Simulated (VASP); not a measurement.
A run of VASP 6.6.1 is set up as follows.

Contents of INCAR:

```
SYSTEM = KBr
PREC = Accurate
ENCUT = 520
EDIFF = 1E-7
ISMEAR = 0
SIGMA = 0.05
LREAL = .False.
LASPH = .True.
NELM = 60
ALGO = Normal
ISIF = 2
LWAVE = .False.
LCHARG = .False.
GGA = PS
NBANDS = 15
```

The input KPOINTS:

```
regular mesh
0
Gamma
  6 6 6
  0 0 0
```

POSCAR

```
KBr
1.0
    4.1785105427      0.7905290216      0.7905290216
    0.7905290216      4.1785105427      0.7905290216
    0.7905290216      0.7905290216      4.1785105427
K Br
1 1
Direct
    0.0000000000      0.0000000000      0.0000000000
    0.5000000000      0.5000000000      0.5000000000
```

Potentials or basis: VASP PAW PBE potentials, release 64 (K_sv, Br).

Launch:

```bash
$ cat potpaw_PBE.64/K_sv/POTCAR potpaw_PBE.64/Br/POTCAR > POTCAR
$ mpirun -np 1 vasp_std > vasp.out
```

**Question.** What does it give for the band gap on the k mesh?

**Answer.** 4.20 eV.

**Question.** What does it give for the pressure?

**Answer.** 0.9 GPa.

Stress tensor (GPa, compression positive):
```
0.92 0.31 0.31
0.31 0.92 0.31
0.31 0.31 0.92
```

Caveat: the PAW data sets were made with another functional, which shifts forces and pressure a little.
